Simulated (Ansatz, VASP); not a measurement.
**BaTiO3: VASP beside Ansatz**

```
Ba Ti O
1.0
     4.06224    0.00000    0.00000
     0.00000    2.89269    2.90161
     0.00000   -2.89269    2.90161
Ba Ti O
1 1 3
Direct
  0.00000 0.00000 0.00000
  0.50000 0.50790 0.50790
  0.00000 0.49210 0.49210
  0.50000 0.50251 0.99371
  0.50000 0.99371 0.50251
```

Change from the starting cell: volume scaled by 1.06.

Alike in both runs: task single point; functional PBE; k mesh 8 × 8 × 8; occupations fermi-dirac, width 0.05 eV; no spin polarisation.

|  | VASP | Ansatz |
| --- | --- | --- |
| version | VASP 6.6.1 | Ansatz 0.2.0 |
| potentials or method | VASP PAW PBE potentials, release 64 (Ba_sv, Ti_sv, O), cutoff 520 eV | all-electron LAPW, scalar-relativistic |

```csv
,VASP,Ansatz,Ansatz less VASP
pressure (GPa),-5.4,-6.8,-1.41
"traceless stress, the component that is largest in VASP (GPa)",-0.58,-0.56,+0.014
rms of the force components (eV/Å),0.152,0.158,+0.0060
```

Atom by atom the forces differ by 0.007 eV/Å (rms over components). Ansatz ran all-electron here, and VASP with PAW potentials.

Spin-orbit coupling is off throughout.
